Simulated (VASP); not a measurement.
# SnW (Pm-3m) in VASP: notebook

The runs below take SnW through single point, relaxation of cell and atoms, with PBE.

Program: VASP 6.6.1. These are calculated values, not measurements. Logs are shortened: lines on timing, memory, paths and dates and some standing lists are left out, and cuts for length are marked.

### Step 1. The cell of the first run

Symmetry: Pm-3m, No. 221, cubic system. Conventional cell: a = 3.331 Å, b = 3.331 Å, c = 3.331 Å, α = 90.00°, β = 90.00°, γ = 90.00°. Sn (site symmetry m-3m) has 8 W at 2.88 Å and 6 Sn at 3.33 Å within 3.8 Å. W (site symmetry m-3m) has 8 Sn at 2.88 Å and 6 W at 3.33 Å within 3.8 Å.

The cell was built from a structure type or drawn by symmetry, and may not be a known phase.

### Step 2. Single point, PBE

INCAR

```
SYSTEM = SnW
  PREC = Accurate
  ENCUT = 520
  EDIFF = 1E-6
  ISMEAR = 0
  SIGMA = 0.1
  LREAL = .FALSE.
  LASPH = .TRUE.
  NELM = 80
  ALGO = Normal
  ISIF = 2
  LWAVE = .FALSE.
  LCHARG = .TRUE.
  GGA = PE
  LELF = .TRUE.
  LVHAR = .TRUE.
  NBANDS = 21
```

KPOINTS

```
Automatic mesh
0
G
  16 16 16
  0 0 0
```

POSCAR

```
SnW
1.0
    3.3307943455      0.0000000000      0.0000000000
    0.0000000000      3.3307943455      0.0000000000
    0.0000000000      0.0000000000      3.3307943455
Sn W
1 1
Direct
    0.5000000000      0.5000000000      0.5000000000
    0.0000000000      0.0000000000      0.0000000000
```

Potentials or basis: VASP PAW PBE potentials, release 64 (Sn_d, W_sv).

Run with:

```
$ cat potpaw_PBE.64/Sn_d/POTCAR potpaw_PBE.64/W_sv/POTCAR > POTCAR
$ mpirun -np 1 vasp_std > vasp.out
```

OUTCAR:

```text
SYSTEM = SnW
   PREC = Accurate
   ENCUT = 520
   EDIFF = 1E-6
   ISMEAR = 0
   LREAL = .FALSE.
   LASPH = .TRUE.
   NELM = 80
   ISIF = 2
   GGA = PE

 ion  position               nearest neighbor table
   1  0.500  0.500  0.500-   2 2.88   2 2.88   2 2.88   2 2.88   2 2.88   2 2.88   2 2.88   2 2.88

   2  0.000  0.000  0.000-   1 2.88   1 2.88   1 2.88   1 2.88   1 2.88   1 2.88   1 2.88   1 2.88

  LATTYP: Found a simple cubic cell.
 ALAT       =     3.3307943455

  Lattice vectors:

 A1 = (   3.3307943455,   0.0000000000,   0.0000000000)
 A2 = (   0.0000000000,   3.3307943455,   0.0000000000)
 A3 = (   0.0000000000,   0.0000000000,   3.3307943455)

Analysis of symmetry for initial positions (statically):
=====================================================================
 Subroutine PRICEL returns:
 Original cell was already a primitive cell.

 Routine SETGRP: Setting up the symmetry group for a
 simple cubic supercell.

 Subroutine GETGRP returns: Found 48 space group operations
 (whereof 48 operations were pure point group operations)
 out of a pool of 48 trial point group operations.

The static configuration has the point symmetry O_h .

Analysis of symmetry for dynamics (positions and initial velocities):
=====================================================================
 Subroutine PRICEL returns:
 Original cell was already a primitive cell.

 Routine SETGRP: Setting up the symmetry group for a
 simple cubic supercell.

 Subroutine GETGRP returns: Found 48 space group operations
 (whereof 48 operations were pure point group operations)
 out of a pool of 48 trial point group operations.

The dynamic configuration has the point symmetry O_h .

 Subroutine INISYM returns: Found 48 space group operations
 (whereof 48 operations are pure point group operations),
 and found     1 'primitive' translations

----------------------------------------------------------------------------------------

                                     Primitive cell

  volume of cell :      36.9525

  direct lattice vectors                    reciprocal lattice vectors
     3.330794346  0.000000000  0.000000000     0.300228683  0.000000000  0.000000000
     0.000000000  3.330794346  0.000000000     0.000000000  0.300228683  0.000000000
     0.000000000  0.000000000  3.330794346     0.000000000  0.000000000  0.300228683

  length of vectors
     3.330794346  3.330794346  3.330794346     0.300228683  0.300228683  0.300228683

  position of ions in fractional coordinates (direct lattice)
     0.500000000  0.500000000  0.500000000
[... 77 lines left out ...]
   NELM   =     80;   NELMIN=  2; NELMDL= -5     # of ELM steps
   EDIFF  = 0.1E-05   stopping-criterion for ELM
   LREAL  =      F    real-space projection
   EDIFFG = 0.1E-04   stopping-criterion for IOM
   NSW    =      0    number of steps for IOM
   IBRION =     -1    ionic relax: 0-MD 1-quasi-New 2-CG
   NFREE  =      0    steps in history (QN), initial steepest desc. (CG)
   ISIF   =      2    stress and relaxation
   ISYM   =      2    0-nonsym 1-usesym 2-fastsym
   POTIM  = 0.5000    time-step for ionic-motion
   TEBEG  =    0.0;   TEEND  =   0.0 temperature during run
   PSTRESS=    0.0 pullay stress
   NELECT =      28.0000    total number of electrons
   NUPDOWN=      -1.0000    fix difference up-down
   EMIN   =  10.00;   EMAX   =-10.00  energy-range for DOS
   EFERMI =   0.00;   METHOD = LEGACY
   ISMEAR =     0;   SIGMA  =   0.10  broadening in eV -4-tet -1-fermi 0-gaus
   EFERMI_NEDOS =   21; number of points for ismear=-14 and -15
   IALGO  =     38    algorithm
   IMIX   =      4    mixing-type and parameters
     AMIX     =   0.40;   BMIX     =  1.00
     AMIX_MAG =   1.60;   BMIX_MAG =  1.00
  volume/ion in A,a.u.               =      18.48       124.68
  Fermi-wavevector in a.u.,A,eV,Ry     =   1.492495  2.820407 30.307559  2.227543
  Thomas-Fermi vector in A             =   2.605016
   LORBIT       =      0    0 simple, 1 ext, 2 COOP (PROOUT), +10 PAW based schemes
   GGA     = PE    functional components
   LHFCALC =     F    Hartree Fock is set to
   AEXX    =    0.0000 exact exchange contribution
   IVDW    =     0    specifies the selected vdW correction
   LEPSILON=     F    determine dielectric tensor
   LRPA    =     F    only Hartree local field effects (RPA)
 non-spin polarized calculation
 Gauss-broadening in eV      SIGMA  =   0.10
  energy-cutoff  :      520.00
  volume of cell :       36.95
 maximum number of plane-waves:      1021
 NGX is ok and might be reduce to    28
   NGX = 13   NGY = 13   NGZ = 13

 number of electron      28.0000003 magnetization

 Free energy of the ion-electron system (eV)
  ---------------------------------------------------
  ext. energy  EPLUGINS =         0.00000000
  ---------------------------------------------------
  free energy    TOTEN  =       -15.21789675 eV

  energy without entropy =      -15.20386235  energy(sigma->0) =      -15.21087955

 E-fermi :  11.1942     XC(G=0): -12.5411

 val. band max:       11.1845525908   @ k =   0.5000   0.5000   0.0625
 cond. band min:      11.1952799358   @ k =   0.4375   0.3750   0.1875
 fundamental gap:      0.0107273449
 Fermi energy:        11.1941535050

 k-point     1 :       0.0000    0.0000    0.0000
  band No.  band energies     occupation
      1     -62.8002      2.00000
      2     -26.9575      2.00000
      3     -26.9575      2.00000
      4     -26.9575      2.00000
      5     -10.1340      2.00000
      6     -10.1340      2.00000
[... 565 lines left out ...]
     20      20.0087      0.00000
     21      21.3135      0.00000

 [... further k-points ...]

------------------------ aborting loop because EDIFF is reached ----------------------------------------

  FORCE on cell =-STRESS in cart. coord.  units (eV):
  Direction    XX          YY          ZZ          XY          YZ          ZX
  --------------------------------------------------------------------------------------
  -------------------------------------------------------------------------------------
  Total        0.0165615      0.0165615      0.0165615      0.0000000      0.0000000      0.0000000
  in kB        0.7180685      0.7180685      0.7180685      0.0000000      0.0000000      0.0000000
  external PRESSURE =       0.7180685 kB  Pullay stress =       0.0000000 kB

 VOLUME and BASIS-vectors are now :
 -----------------------------------------------------------------------------
  energy-cutoff  :      520.00
  volume of cell :       36.95
      direct lattice vectors                 reciprocal lattice vectors
     3.330794346  0.000000000  0.000000000     0.300228683  0.000000000  0.000000000
     0.000000000  3.330794346  0.000000000     0.000000000  0.300228683  0.000000000
     0.000000000  0.000000000  3.330794346     0.000000000  0.000000000  0.300228683

 POSITION                                       TOTAL-FORCE (eV/Angst)
 -----------------------------------------------------------------------------------
      1.66540      1.66540      1.66540         0.000000      0.000000      0.000000
      0.00000      0.00000      0.00000         0.000000      0.000000      0.000000
 -----------------------------------------------------------------------------------
    total drift:                                0.000000      0.000000      0.000000

  FREE ENERGIE OF THE ION-ELECTRON SYSTEM (eV)
  ---------------------------------------------------
  free  energy   TOTEN  =       -15.2178967531 eV

  energy  without entropy=      -15.2038623497  energy(sigma->0) =      -15.21087955
```

OSZICAR:

```text
N       E                     dE             d eps       ncg     rms          rms(c)
DAV:   1     0.231748094350E+03    0.23175E+03   -0.14474E+04  7217   0.201E+03
DAV:   2     0.297069948010E+00   -0.23145E+03   -0.22505E+03  7120   0.482E+02
DAV:   3    -0.156141250007E+02   -0.15911E+02   -0.15558E+02  7882   0.110E+02
DAV:   4    -0.159698333228E+02   -0.35571E+00   -0.35460E+00  7818   0.168E+01
DAV:   5    -0.159781004174E+02   -0.82671E-02   -0.82667E-02  8276   0.284E+00    0.153E+01
DAV:   6    -0.152880398702E+02    0.69006E+00   -0.17997E+00  7361   0.978E+00    0.418E+00
DAV:   7    -0.152340520780E+02    0.53988E-01   -0.88356E-02  8984   0.401E+00    0.233E+00
DAV:   8    -0.152186687450E+02    0.15383E-01   -0.27902E-02  9306   0.193E+00    0.190E-01
DAV:   9    -0.152179442690E+02    0.72448E-03   -0.25535E-03  8005   0.725E-01    0.761E-02
DAV:  10    -0.152178947323E+02    0.49537E-04   -0.12138E-04  9277   0.112E-01    0.409E-02
DAV:  11    -0.152178961491E+02   -0.14168E-05   -0.12644E-05  8566   0.463E-02    0.826E-03
DAV:  12    -0.152178967531E+02   -0.60400E-06   -0.94230E-07  4417   0.107E-02
   1 F= -.15217897E+02 E0= -.15210880E+02  d E =-.140344E-01
```

stdout:

```text
POSCAR found type information on POSCAR SnW
 POSCAR found :  2 types and       2 ions
 scaLAPACK will be used
 LDA part: xc-table for (Slater+PW92), standard interpolation
 POSCAR, INCAR and KPOINTS ok, starting setup
 FFT: planning ... GRIDC
 FFT: planning ... GRID_SOFT
 FFT: planning ... GRID
 WAVECAR not read
 entering main loop
```

Run time: 2.8 min. Hardware: 1 thread of AMD EPYC 7R13, shared host; peak memory 0.23 GiB.

What came out:

- Free energy: -15.2179 eV
- Pressure: 0.1 GPa
- Band gap on the k mesh: zero (bands 14 and 15 overlap by 3.33 eV)

Levels at points of the mesh, in eV from the Fermi level:
| k point | band 10 | band 11 | band 12 | band 13 | band 14 | band 15 | band 16 | band 17 | band 18 | band 19 |
| --- | --- | --- | --- | --- | --- | --- | --- | --- | --- | --- |
| (0.00, 0.00, 0.00) | -11.81 | -2.64 | -2.64 | 1.17 | 1.17 | 1.17 | 2.39 | 2.39 | 2.39 | 6.79 |
| (0.50, 0.00, 0.00) | -8.47 | -7.24 | -2.24 | -1.59 | -1.59 | 1.16 | 2.52 | 7.16 | 8.71 | 9.32 |
| (0.50, 0.50, 0.00) | -7.82 | -3.46 | -3.46 | -2.90 | -0.13 | -0.13 | 2.59 | 3.71 | 3.86 | 6.00 |
| (0.50, 0.50, 0.50) | -5.00 | -5.00 | -5.00 | -3.68 | 2.71 | 2.71 | 2.99 | 2.99 | 2.99 | 5.06 |

Caveat: spin-orbit coupling is left out, which moves the levels of the heavy elements.

### Step 3. Relaxation of cell and atoms, PBE

This run uses another cell than the first one, of 18.62 Å³/atom.

INCAR

```
SYSTEM = SnW
ALGO = Fast ; EDIFF = 1E-7
EDIFFG = -0.01 ; ENCUT = 600
GGA = PE ; IBRION = 2
ISIF = 3 ; ISMEAR = 0
LASPH = .True. ; LCHARG = .False.
LREAL = .False. ; LWAVE = .False.
NELM = 100 ; NSW = 100
PREC = Accurate ; SIGMA = 0.1
```

KPOINTS

```
k-points
0
Gamma
  16 16 16
  0 0 0
```

POSCAR

```
SnW
1.0
    3.3393755597      0.0000000000      0.0000000000
    0.0000000000      3.3393755597      0.0000000000
    0.0000000000      0.0000000000      3.3393755597
Sn W
1 1
Direct
    0.5000000000      0.5000000000      0.5000000000
    0.0000000000      0.0000000000      0.0000000000
```

Potentials or basis: VASP PAW PBE potentials, release 64 (Sn_d, W_sv).

Run with:

```
$ cat potpaw_PBE.64/Sn_d/POTCAR potpaw_PBE.64/W_sv/POTCAR > POTCAR
$ mpirun -np 1 vasp_std > vasp.out
```

It took 7.6 min on 1 thread of AMD EPYC 7R13, shared host; peak memory 0.25 GiB.

It converged, with:

| Property | Result |
| --- | --- |
| Free energy | -15.2181 eV |
| Relaxed volume | 18.49 Å³/atom |
| Relaxed cell | a = 3.332 Å, b = 3.332 Å, c = 3.332 Å, α = 90.00°, β = 90.00°, γ = 90.00° |
| Space group after relaxing (to 0.1 Å) | Pm-3m (No. 221) |
| Energy gained by relaxing | 0.5 meV/atom |
| Ionic steps | 3 |
| Pressure after relaxing | 0.0 GPa |
| Band gap on the k mesh | zero (bands 14 and 15 overlap by 3.33 eV) |

Step by step:
```tsv
step	energy change (eV)	largest force (eV/Å)	pressure (GPa)	volume (Å³)
1	0.0000	0.0000	-1.14	37.24
2	0.0020	0.0000	2.15	36.53
3	-0.0009	0.0000	0.01	36.98
```

Final structure:
```cif
data_structure
_symmetry_space_group_name_H-M 'P 1'
_symmetry_Int_Tables_number 1
_cell_length_a 3.3317
_cell_length_b 3.3317
_cell_length_c 3.3317
_cell_angle_alpha 90.000
_cell_angle_beta 90.000
_cell_angle_gamma 90.000
_cell_volume 36.98
loop_
_atom_site_label
_atom_site_type_symbol
_atom_site_fract_x
_atom_site_fract_y
_atom_site_fract_z
_atom_site_occupancy
Sn1 Sn 0.50000 0.50000 0.50000 1
W1 W 0.00000 0.00000 0.00000 1
```

Levels at points of the mesh, in eV from the Fermi level:
| k point | band 10 | band 11 | band 12 | band 13 | band 14 | band 15 | band 16 | band 17 | band 18 |
| --- | --- | --- | --- | --- | --- | --- | --- | --- | --- |
| (0.00, 0.00, 0.00) | -11.81 | -2.63 | -2.63 | 1.17 | 1.17 | 1.17 | 2.39 | 2.39 | 2.39 |
| (0.50, 0.00, 0.00) | -8.47 | -7.23 | -2.23 | -1.59 | -1.59 | 1.16 | 2.52 | 7.16 | 8.70 |
| (0.50, 0.50, 0.00) | -7.82 | -3.46 | -3.46 | -2.90 | -0.13 | -0.13 | 2.59 | 3.70 | 3.85 |
| (0.50, 0.50, 0.50) | -5.00 | -5.00 | -5.00 | -3.68 | 2.71 | 2.71 | 2.99 | 2.99 | 2.99 |

Caveat: spin-orbit coupling is left out, which moves the levels of the heavy elements.
